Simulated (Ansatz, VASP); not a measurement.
## Two plane-wave programs on Co

INCAR

```
SYSTEM = Co
  PREC = Accurate
  ENCUT = 520
  EDIFF = 1E-6
  ISMEAR = 0
  SIGMA = 0.1
  LREAL = .False.
  LASPH = .True.
  NELM = 150
  ALGO = Normal
  ISIF = 2
  LWAVE = .False.
  LCHARG = .True.
  ISPIN = 2
  MAGMOM = 1.558 1.558
  LORBIT = 11
  LMAXMIX = 4
  LELF = .True.
  LVHAR = .True.
  NBANDS = 20
```

KPOINTS

```
Automatic mesh
0
Gamma
  15 15 8
  0 0 0
```

File POSCAR:

```
Co
1.0
    2.4273810165      0.0000000000      0.0000000000
   -1.2136905082      2.1021736250      0.0000000000
    0.0000000000      0.0000000000      3.9230481332
Co
2
Direct
    0.3333333333      0.6666666667      0.2500000000
    0.6666666667      0.3333333333      0.7500000000
```

Input for Ansatz:

```yaml
crystal:
  lattice:
    - [2.4273810165, 0.0, 0.0]
    - [-1.2136905082, 2.102173625, 0.0]
    - [0.0, 0.0, 3.9230481332]
  atoms:
    - { symbol: Co, position: [0.3333333333, 0.6666666667, 0.25], spin: 1.558 }
    - { symbol: Co, position: [0.6666666667, 0.3333333333, 0.75], spin: 1.558 }
hamiltonian:
  xc: lda
  pseudopotentials:
    kind: paw
    azcp:
      Co: "pseudopotentials/Co.paw.azcp"
basis:
  ecutwfc: 420
  fft_grid_basis: typed
kpoints:
  mp_grid: { grid: [15, 15, 8], shift: [0, 0, 0] }
magnetization:
  spin_polarized: true
scf:
  occupations: { method: gaussian, width: 0.1 }
  lower_state_search: "off"
output:
  stress: true
  write_density: true
  write_potential: true
  elf: true
  volumetric_format: npy
```

Alike in both runs: task single point; functional LDA; k mesh 15 × 15 × 8; occupations gaussian, width 0.1 eV; collinear spin.

|  | VASP | Ansatz |
| --- | --- | --- |
| version | VASP 6.6.1 | Ansatz 0.2.0 |
| potentials or method | VASP PAW LDA potentials, release 64 (Co), cutoff 520 eV | plane waves (420 eV) with PAW, scalar-relativistic |
| valence electrons in the cell | 18 | 34 |

Ansatz gave:

```
pressure (GPa)                                                : 0.2
traceless stress, the component that is largest in VASP (GPa) : -0.65
net moment per atom (μB)                                      : 1.52
size of the moment on the site where the two differ most (μB) : 1.57
```

Q: What did VASP give for the same quantities?

A: Pressure (GPa): -1.1; traceless stress, the component that is largest in VASP (GPa): -0.66; net moment per atom (μB): 1.49; size of the moment on the site where the two differ most (μB): 1.49.

Ansatz warns that its potentials were made for another functional, while VASP's fit it. LDA's correlation is that of Perdew and Zunger in VASP and of Perdew and Wang (1992) in Ansatz. Site moments also hang on the region over which each program counts them. VASP's potentials hold 18 valence electrons a cell and Ansatz's 34, so a difference there can come from the potentials and not from the codes.
